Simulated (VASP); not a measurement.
# BaTiO3 (Barioperovskite) (Amm2) in VASP: further runs

BaTiO3 (Barioperovskite) is run at these levels: PBEsol+U; tasks: single point.

Everything below comes from runs of VASP 6.6.1. Logs are shortened: lines on timing, memory, paths and dates and some standing lists are left out, and cuts for length are marked.

## (1) The cell of the first run

It takes space group Amm2 (No. 38, orthorhombic). Conventional cell: a = 3.986 Å, b = 5.674 Å, c = 5.690 Å, α = 90.00°, β = 90.00°, γ = 90.00°. Ba (site symmetry mm2) has 12 O at 2.77 to 2.92 Å and 8 Ti at 3.42 to 3.53 Å within 3.7 Å. Ti (site symmetry mm2) has 6 O at 1.93 to 2.09 Å within 2.6 Å. O (site symmetry mm2) has 2 Ti at 2.00 Å within 2.6 Å. O (site symmetry m) has 2 Ti at 1.93 to 2.09 Å within 2.6 Å.

## (2) Single point, PBEsol+U

INCAR reads:

```
SYSTEM = BaTiO3
ALGO = Normal ; EDIFF = 1E-6
ENCUT = 520 ; GGA = PS
ISIF = 2 ; ISMEAR = 0
LASPH = .TRUE. ; LCHARG = .FALSE.
LDAU = .TRUE. ; LDAUJ = 0 0 0
LDAUL = -1 2 -1 ; LDAUPRINT = 1
LDAUTYPE = 2 ; LDAUU = 0 1 0
LMAXMIX = 4 ; LREAL = .FALSE.
LWAVE = .FALSE. ; NBANDS = 28
NELM = 150 ; PREC = Accurate
SIGMA = 0.01
```

KPOINTS reads:

```
k-points
0
G
  3 3 3
  0 0 0
```

POSCAR reads:

```
BaTiO3
1.0
    3.9855000000      0.0000000000      0.0000000000
    0.0000000000      2.8369000000      2.8451500000
    0.0000000000     -2.8369000000      2.8451500000
Ba Ti O
1 1 3
Direct
    0.0000000000      0.0000000000      0.0000000000
    0.5000000000      0.5124000000      0.5124000000
    0.0000000000      0.4874000000      0.4874000000
    0.5000000000      0.5052399996      0.9918399996
    0.5000000000      0.9918399996      0.5052399996
```

Potentials or basis: VASP PAW PBE potentials, release 64 (Ba_sv, Ti_sv, O).

Command:

```sh
$ cat potpaw_PBE.64/Ba_sv/POTCAR potpaw_PBE.64/Ti_sv/POTCAR potpaw_PBE.64/O/POTCAR > POTCAR
$ mpirun -np 1 vasp_std > vasp.out
```

OUTCAR:

```text
SYSTEM = BaTiO3
   EDIFF = 1E-6
   ENCUT = 520
   GGA = PS
   ISIF = 2
   ISMEAR = 0
   LASPH = .TRUE.
   LREAL = .FALSE.
   NELM = 150
   PREC = Accurate

 ion  position               nearest neighbor table
   1  0.000  0.000  0.000-   3 2.77   4 2.81   5 2.81   4 2.81   5 2.81   3 2.84   3 2.84   4 2.84
                             5 2.84   5 2.84   4 2.84   3 2.92   2 3.42   2 3.42   2 3.47   2 3.47
   2  0.500  0.512  0.512-   4 1.93   5 1.93   3 2.00   3 2.00   5 2.09   4 2.09   1 3.42   1 3.42
                             1 3.47   1 3.47   1 3.47   1 3.47   1 3.53   1 3.53
   3  0.000  0.487  0.487-   2 2.00   2 2.00   1 2.77   1 2.84   1 2.84   1 2.92
   4  0.500  0.505  0.992-   2 1.93   2 2.09   1 2.81   1 2.81   1 2.84   1 2.84
   5  0.500  0.992  0.505-   2 1.93   2 2.09   1 2.81   1 2.81   1 2.84   1 2.84

  LATTYP: Found a base centered orthorhombic cell.
 ALAT       =     5.6738000000
 B/A-ratio  =     1.0029081039
 C/A-ratio  =     0.7024392823

  Lattice vectors:

 A1 = (   0.0000000000,   2.8369000000,  -2.8451500000)
 A2 = (   0.0000000000,   2.8369000000,   2.8451500000)
 A3 = (   3.9855000000,   0.0000000000,   0.0000000000)

Analysis of symmetry for initial positions (statically):
=====================================================================
 Subroutine PRICEL returns:
 Original cell was already a primitive cell.

 Routine SETGRP: Setting up the symmetry group for a
 base centered orthorhombic supercell.

 Subroutine GETGRP returns: Found  4 space group operations
 (whereof  4 operations were pure point group operations)
 out of a pool of  8 trial point group operations.

The static configuration has the point symmetry C_2v.

Analysis of symmetry for dynamics (positions and initial velocities):
=====================================================================
 Subroutine PRICEL returns:
 Original cell was already a primitive cell.

 Routine SETGRP: Setting up the symmetry group for a
 base centered orthorhombic supercell.

[... 145 lines left out ...]
  0.0000  0.0000  0.0000  0.1261  0.0000
  0.0000  0.0000 -0.0497  0.0000  0.2127

spin component  2

  0.1225  0.0000  0.0000  0.0000  0.0000
  0.0000  0.2423  0.0000  0.0000  0.0000
  0.0000  0.0000  0.1509  0.0000 -0.0497
  0.0000  0.0000  0.0000  0.1261  0.0000
  0.0000  0.0000 -0.0497  0.0000  0.2127

 occupancies and eigenvectors

  o =  0.1225  v =  1.0000  0.0000  0.0000  0.0000  0.0000  0.0000  0.0000  0.0000  0.0000  0.0000      0.0000  0.0000  0.0000  0.0000  0.0000  0.0000  0.0000  0.0000  0.0000  0.0000
  o =  0.1225  v =  0.0000  0.0000  0.0000  0.0000  0.0000  1.0000  0.0000  0.0000  0.0000  0.0000      0.0000  0.0000  0.0000  0.0000  0.0000  0.0000  0.0000  0.0000  0.0000  0.0000
  o =  0.1233  v =  0.0000  0.0000 -0.8741  0.0000 -0.4858  0.0000  0.0000  0.0000  0.0000  0.0000      0.0000  0.0000  0.0000  0.0000  0.0000  0.0000  0.0000  0.0000  0.0000  0.0000
  o =  0.1233  v =  0.0000  0.0000  0.0000  0.0000  0.0000  0.0000  0.0000 -0.8741  0.0000 -0.4858      0.0000  0.0000  0.0000  0.0000  0.0000  0.0000  0.0000  0.0000  0.0000  0.0000
  o =  0.1261  v =  0.0000  0.0000  0.0000  1.0000  0.0000  0.0000  0.0000  0.0000  0.0000  0.0000      0.0000  0.0000  0.0000  0.0000  0.0000  0.0000  0.0000  0.0000  0.0000  0.0000
  o =  0.1261  v =  0.0000  0.0000  0.0000  0.0000  0.0000  0.0000  0.0000  0.0000  1.0000  0.0000      0.0000  0.0000  0.0000  0.0000  0.0000  0.0000  0.0000  0.0000  0.0000  0.0000
  o =  0.2403  v =  0.0000  0.0000  0.0000  0.0000  0.0000  0.0000  0.0000 -0.4858  0.0000  0.8741      0.0000  0.0000  0.0000  0.0000  0.0000  0.0000  0.0000  0.0000  0.0000  0.0000
  o =  0.2403  v =  0.0000  0.0000 -0.4858  0.0000  0.8741  0.0000  0.0000  0.0000  0.0000  0.0000      0.0000  0.0000  0.0000  0.0000  0.0000  0.0000  0.0000  0.0000  0.0000  0.0000
  o =  0.2423  v =  0.0000  0.0000  0.0000  0.0000  0.0000  0.0000  1.0000  0.0000  0.0000  0.0000      0.0000  0.0000  0.0000  0.0000  0.0000  0.0000  0.0000  0.0000  0.0000  0.0000
  o =  0.2423  v =  0.0000  1.0000  0.0000  0.0000  0.0000  0.0000  0.0000  0.0000  0.0000  0.0000      0.0000  0.0000  0.0000  0.0000  0.0000  0.0000  0.0000  0.0000  0.0000  0.0000

 number of electron      39.9999995 magnetization

 Free energy of the ion-electron system (eV)
  ---------------------------------------------------
  ext. energy  EPLUGINS =         0.00000000
  ---------------------------------------------------
  free energy    TOTEN  =       -41.20388190 eV

  energy without entropy =      -41.20388190  energy(sigma->0) =      -41.20388190

 E-fermi :   3.7182     XC(G=0): -11.4968

 val. band max:        3.4976337009   @ k =   0.0000   0.0000   0.0000
 cond. band min:       5.5714148990   @ k =   0.0000   0.0000   0.0000
 fundamental gap:      2.0737811981
 Fermi energy:         3.7181526301

 k-point     1 :       0.0000    0.0000    0.0000
  band No.  band energies     occupation
      1     -52.9278      2.00000
      2     -29.2532      2.00000
      3     -29.2485      2.00000
      4     -29.2356      2.00000
      5     -21.0759      2.00000
      6     -13.1101      2.00000
[... 237 lines left out ...]
     27      11.4560      0.00000
     28      11.5641      0.00000

------------------------ aborting loop because EDIFF is reached ----------------------------------------

  FORCE on cell =-STRESS in cart. coord.  units (eV):
  Direction    XX          YY          ZZ          XY          YZ          ZX
  --------------------------------------------------------------------------------------
  -------------------------------------------------------------------------------------
  Total       -0.4563356     -0.2831335     -0.5570176      0.0000000      0.0000000      0.0000000
  in kB      -11.3640435     -7.0508231    -13.8713096      0.0000000      0.0000000      0.0000000
  external PRESSURE =     -10.7620587 kB  Pullay stress =       0.0000000 kB

 VOLUME and BASIS-vectors are now :
 -----------------------------------------------------------------------------
  energy-cutoff  :      520.00
  volume of cell :       64.34
      direct lattice vectors                 reciprocal lattice vectors
     3.985500000  0.000000000  0.000000000     0.250909547  0.000000000  0.000000000
     0.000000000  2.836900000  2.845150000     0.000000000  0.176248722  0.175737659
     0.000000000 -2.836900000  2.845150000     0.000000000 -0.176248722  0.175737659

 POSITION                                       TOTAL-FORCE (eV/Angst)
 -----------------------------------------------------------------------------------
      0.00000      0.00000      0.00000         0.000000      0.000000      0.169305
      1.99275      0.00000      2.91571         0.000000      0.000000      0.382917
      0.00000      0.00000      2.77345         0.000000      0.000000      0.079988
      1.99275     -1.38044      4.25942         0.000000     -0.013327     -0.316106
      1.99275      1.38044      4.25942         0.000000      0.013327     -0.316106
 -----------------------------------------------------------------------------------
    total drift:                                0.000000      0.000001      0.000558

  FREE ENERGIE OF THE ION-ELECTRON SYSTEM (eV)
  ---------------------------------------------------
  free  energy   TOTEN  =       -41.2038818993 eV

  energy  without entropy=      -41.2038818993  energy(sigma->0) =      -41.20388190
```

OSZICAR:

```text
N       E                     dE             d eps       ncg     rms          rms(c)
DAV:   1     0.429175641144E+03    0.42918E+03   -0.20792E+04   448   0.153E+03
DAV:   2    -0.502535622383E+01   -0.43420E+03   -0.41351E+03   512   0.428E+02
DAV:   3    -0.497843194763E+02   -0.44759E+02   -0.44443E+02   636   0.132E+02
DAV:   4    -0.517329706965E+02   -0.19487E+01   -0.19444E+01   668   0.241E+01
DAV:   5    -0.517897600524E+02   -0.56789E-01   -0.56777E-01   616   0.325E+00    0.232E+01
DAV:   6    -0.413960085919E+02    0.10394E+02   -0.54694E+01   688   0.655E+01    0.963E+00
DAV:   7    -0.413390034387E+02    0.57005E-01   -0.75094E+00   588   0.190E+01    0.653E+00
DAV:   8    -0.412153149437E+02    0.12369E+00   -0.10956E+00   544   0.982E+00    0.222E+00
DAV:   9    -0.412169160862E+02   -0.16011E-02   -0.18204E-01   544   0.299E+00    0.106E+00
DAV:  10    -0.412098006420E+02    0.71154E-02   -0.73892E-02   544   0.197E+00    0.760E-01
DAV:  11    -0.412041893337E+02    0.56113E-02   -0.27124E-02   644   0.141E+00    0.134E-01
DAV:  12    -0.412039183045E+02    0.27103E-03   -0.15549E-03   524   0.364E-01    0.800E-02
DAV:  13    -0.412039765563E+02   -0.58252E-04   -0.10182E-03   616   0.195E-01    0.808E-02
DAV:  14    -0.412038854842E+02    0.91072E-04   -0.32156E-04   496   0.103E-01    0.462E-02
DAV:  15    -0.412038842730E+02    0.12111E-05   -0.12133E-05   584   0.212E-02    0.278E-02
DAV:  16    -0.412038818362E+02    0.24369E-05   -0.12533E-05   548   0.238E-02    0.372E-03
DAV:  17    -0.412038818993E+02   -0.63141E-07   -0.88896E-07   268   0.838E-03
   1 F= -.41203882E+02 E0= -.41203882E+02  d E =0.000000E+00
```

stdout:

```text
POSCAR found type information on POSCAR BaTiO
 POSCAR found :  3 types and       5 ions
 scaLAPACK will be used
 -----------------------------------------------------------------------------
|                                                                             |
|                                                                             |
|     You enforced a specific xc type in the INCAR file but a different       |
|     I HOPE YOU KNOW WHAT YOU ARE DOING!                                     |
|                                                                             |
 -----------------------------------------------------------------------------

 LDA part: xc-table for (Slater+PW92), standard interpolation
 POSCAR, INCAR and KPOINTS ok, starting setup
 FFT: planning ... GRIDC
 FFT: planning ... GRID_SOFT
 FFT: planning ... GRID
 WAVECAR not read
 entering main loop
```

Run time: 29 s. Hardware: 1 thread of Intel Xeon 6975P-C, shared host; peak memory 0.17 GiB.

Results:

| Property | Result |
| --- | --- |
| Free energy | -41.2039 eV |
| Pressure | -1.1 GPa |
| Largest force | 0.383 eV/Å |
| Band gap on the k mesh | 2.07 eV, direct |

Forces on the atoms (eV/Å):
```
Ba   0.000  0.000  0.169
Ti   0.000  0.000  0.383
O    0.000  0.000  0.080
O    0.000 -0.013 -0.316
O    0.000  0.013 -0.316
```

Stress tensor (GPa, compression positive):
```
-1.14  0.00  0.00
 0.00 -0.71  0.00
 0.00  0.00 -1.39
```

Levels at points of the mesh, in eV from the valence-band top:
| k point | band 18 | band 19 | band 20 | band 21 | band 22 | band 23 |
| --- | --- | --- | --- | --- | --- | --- |
| (0.00, 0.00, 0.00) | -0.15 | -0.05 | 0.00 | 2.07 | 2.14 | 2.29 |

Eigenvalues of the final occupation matrices:
```
    site  spin  trace               eigenvalues
site 2 d     1   0.85  0.12 0.12 0.13 0.24 0.24
site 2 d     2   0.85  0.12 0.12 0.13 0.24 0.24
```

Caveat: the k points lie up to 0.53 Å⁻¹ apart; the PAW data sets were made with another functional, which shifts forces and pressure a little; spin-orbit coupling is left out, which moves the levels of the heavy elements.

## (3) Single point, PBEsol+U

INCAR reads:

```
PREC = Accurate
ENCUT = 520
EDIFF = 1E-6
ISMEAR = 0
SIGMA = 0.01
LREAL = F
LASPH = T
NELM = 150
ALGO = Normal
ISIF = 2
LWAVE = F
LCHARG = F
LMAXMIX = 4
LDAU = T
LDAUTYPE = 2
LDAUL = -1 2 -1
LDAUU = 0 3 0
LDAUJ = 0 0 0
LDAUPRINT = 1
GGA = PS
NBANDS = 28
```

KPOINTS reads:

```
regular mesh
0
Gamma
  3 3 3
```

POSCAR is that of step 2.

Potentials or basis: VASP PAW PBE potentials, release 64 (Ba_sv, Ti_sv, O).

Command:

```sh
$ cat potpaw_PBE.64/Ba_sv/POTCAR potpaw_PBE.64/Ti_sv/POTCAR potpaw_PBE.64/O/POTCAR > POTCAR
$ mpirun -np 1 vasp_std > vasp.out
```

It used 17 s of CPU time on 1 thread of Intel Xeon 6975P-C, with other jobs on the host.

The run converged. Its results:

```yaml
Free_energy: -39.8473 eV
Pressure: 0.6 GPa
Largest_force: 0.218 eV/Å
Band_gap_on_the_k_mesh: 2.32 eV, direct
```

Forces in eV/Å, atoms in the order of the input:
```
Ba   0.000  0.000  0.175
Ti   0.000  0.000  0.032
O    0.000  0.000  0.106
O    0.000 -0.152 -0.156
O    0.000  0.152 -0.156
```

Stress tensor (GPa, compression positive):
```
0.51 0.00 0.00
0.00 0.94 0.00
0.00 0.00 0.24
```

Levels at points of the mesh, in eV from the valence-band top:
```
           k point  band 18  band 19  band 20  band 21  band 22  band 23
(0.00, 0.00, 0.00)    -0.13    -0.04     0.00     2.32     2.37     2.51
```

Eigenvalues of the final occupation matrices:
| site | spin | trace | eigenvalues |
| --- | --- | --- | --- |
| site 2 d | 1 | 0.82 | 0.11 0.11 0.12 0.24 0.24 |
| site 2 d | 2 | 0.82 | 0.11 0.11 0.12 0.24 0.24 |

Caveat: the k points lie up to 0.53 Å⁻¹ apart; the PAW data sets were made with another functional, which shifts forces and pressure a little; spin-orbit coupling is left out, which moves the levels of the heavy elements.

(Part 1 of 2 ends here.)
